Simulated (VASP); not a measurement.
Input of a VASP 6.6.1 run:

INCAR

```
PREC = Accurate ; ENCUT = 520
EDIFF = 1E-6 ; ISMEAR = -1
SIGMA = 0.05 ; LREAL = False
LASPH = True ; NELM = 150
ALGO = Normal ; ISIF = 2
LWAVE = False ; LCHARG = False
ISPIN = 2 ; MAGMOM = 4 0
LORBIT = 11 ; LMAXMIX = 4
GGA = PS ; NBANDS = 20
```

Contents of KPOINTS:

```
regular mesh
0
Gamma
  6 6 6
```

Contents of POSCAR:

```
MnO
1.0
    0.0000000000      2.2239077028      2.2239077028
    2.2239077028      0.0000000000      2.2239077028
    2.2239077028      2.2239077028      0.0000000000
Mn O
1 1
Direct
    0.0000000000      0.0000000000      0.0000000000
    0.5000000000      0.5000000000      0.5000000000
```

Potentials or basis: VASP PAW PBE potentials, release 64 (Mn_pv, O).

Command:

```console
$ cat potpaw_PBE.64/Mn_pv/POTCAR potpaw_PBE.64/O/POTCAR > POTCAR
$ mpirun -np 1 vasp_std > vasp.out
```

What does it give for the site moments?

Mn +4.28; O +0.19 μB.

Estimate the pressure.

-8.1 GPa.

What does it give for the net moment?

4.71 μB per cell.

Caveat: the k points lie up to 0.41 Å⁻¹ apart; the PAW data sets were made with another functional, which shifts forces and pressure a little; a cell with one magnetic atom can't hold antiferromagnetic order, which such compounds often take.
